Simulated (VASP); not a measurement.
A run of VASP 6.6.1:

Contents of INCAR:

```
SYSTEM = Ti
  PREC = Accurate
  ENCUT = 520
  EDIFF = 1E-6
  ISMEAR = 0
  SIGMA = 0.1
  LREAL = .FALSE.
  LASPH = .TRUE.
  NELM = 80
  ALGO = Fast
  ISIF = 2
  LWAVE = .FALSE.
  LCHARG = .FALSE.
  GGA = PS
  NBANDS = 19
```

KPOINTS

```
regular mesh
0
G
  18 18 14
  0 0 0
```

Contents of POSCAR:

```
Ti
1.0
    2.0279211513      2.0279211513      0.0000000000
   -2.0279211513      2.0279211513      0.0000000000
    0.0000000000      0.0000000000      4.2991928408
Ti
2
Direct
    0.0000000000      0.0000000000      0.0000000000
    0.5000000000      0.5000000000      0.5000000000
```

Potentials or basis: VASP PAW PBE potentials, release 64 (Ti_sv).

Launch:

```bash
$ cat potpaw_PBE.64/Ti_sv/POTCAR > POTCAR
$ mpirun -np 1 vasp_std > vasp.out
```

Hardware: 1 thread of Intel(R) Xeon(R) 6975P-C (Granite Rapids), with other jobs on the host.

Problem. How long does it take, and how much memory?

Solution. It took 4.4 min on 1 thread of Intel(R) Xeon(R) 6975P-C (Granite Rapids) (shared host), peak memory 0.34 GiB. Counts: scf iterations 34, k points 440.
